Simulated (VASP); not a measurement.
Input of a VASP 6.6.1 run:

The input INCAR:

```
PREC = Accurate ; ENCUT = 520
EDIFF = 1E-6 ; ISMEAR = 0
SIGMA = 0.1 ; LREAL = F
LASPH = T ; NELM = 100
ALGO = Normal ; ISIF = 2
LWAVE = F ; LCHARG = F
GGA = PE ; NBANDS = 14
```

The input KPOINTS:

```
Automatic mesh
0
Gamma
  6 6 6
```

File POSCAR:

```
LiH2
1.0
    0.0000000000      2.6428174698      5.0744529743
    1.5303666527      0.0000000000      5.0744529743
    1.5303666527      2.6428174698      0.0000000000
Li H
2 4
Direct
    0.5000000000      0.5000000000      0.5000000000
    0.7500000000      0.7500000000      0.7500000000
    0.6250000000      0.1250000000      0.1250000000
    0.1250000000      0.1250000000      0.1250000000
    0.1250000000      0.1250000000      0.6250000000
    0.1250000000      0.6250000000      0.1250000000
```

Potentials or basis: VASP PAW PBE potentials, release 64 (Li_sv, H).

Command:

```sh
$ cat potpaw_PBE.64/Li_sv/POTCAR potpaw_PBE.64/H/POTCAR > POTCAR
$ mpirun -np 1 vasp_std > vasp.out
```

Problem. Predict the band gap on the k mesh.

Solution. Zero (band 5 reaches 6.97 eV, above the bottom of band 6 at -1.65 eV).

Caveat: the k points lie up to 0.41 Å⁻¹ apart.
